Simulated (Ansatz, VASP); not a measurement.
## CdSe: VASP beside Ansatz

```
Cd Se
1.0
     0.00000    3.00760    3.00760
     3.00760    0.00000    3.00760
     3.00760    3.00760    0.00000
Cd Se
1 1
Direct
  0.00000 0.00000 0.00000
  0.25000 0.25000 0.25000
```

Alike in both runs: task single point; functional r2SCAN; dispersion D3(BJ); k mesh 8 × 8 × 8; occupations fermi-dirac, width 0.05 eV; no spin polarisation.

|  | VASP | Ansatz |
| --- | --- | --- |
| version | VASP 6.6.1 | Ansatz 0.2.0 |
| potentials or method | VASP PAW PBE potentials, release 64 (Cd, Se) | Ansatz PAW |
| plane-wave cutoff (eV) | 520 | 500 |
| valence electrons in the cell | 18 | 36 |

```tsv
	VASP	Ansatz	Ansatz less VASP
gap on the k mesh at the Fermi level (eV)	1.16	1.17	+0.008
least direct gap on the mesh (eV)	1.16	1.17	+0.008
pressure (GPa)	2.8	2.5	-0.32
```

VASP's potentials were made for PBE, not for r2SCAN. VASP's potentials hold 18 valence electrons a cell and Ansatz's 36, so a difference there can come from the potentials and not from the codes.
